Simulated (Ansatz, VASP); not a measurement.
**TaN in VASP and in Ansatz**

```
CELL_PARAMETERS angstrom
0.00000 2.35193 2.18784
2.18784 0.00000 2.18784
2.18784 2.35193 0.00000
ATOMIC_POSITIONS crystal
Ta 0.50000 0.50000 0.50000
N 0.00000 0.00000 0.00000
```

Change from the starting cell: strain +0.0750 x Voigt [0, 1, 0, 0, 0, 0], atoms carried along.

Alike in both runs: task single point; functional PBEsol; k mesh 24 × 24 × 24; occupations gaussian, width 0.15 eV; no spin polarisation.

|  | VASP | Ansatz |
| --- | --- | --- |
| version | VASP 6.6.1 | Ansatz 0.2.0 |
| potentials or method | VASP PAW PBE potentials, release 64 (Ta_pv, N), cutoff 520 eV | scalar-relativistic, plane waves, PAW |
| valence electrons in the cell | 16 | 18 |

|  | VASP | Ansatz | Ansatz less VASP |
| --- | --- | --- | --- |
| gap on the k mesh at the Fermi level (eV) | none | none | - |
| pressure (GPa) | -17.4 | -18.1 | -0.68 |
| traceless stress, the component that is largest in VASP (GPa) | -13.38 | -13.20 | +0.180 |

VASP's potentials were made for PBE, not for PBEsol. A gap of «none» marks a metal or a gap that the smearing closes. VASP's potentials hold 16 valence electrons a cell and Ansatz's 18, so a difference there can come from the potentials and not from the codes.

Neither program's run includes spin-orbit coupling.
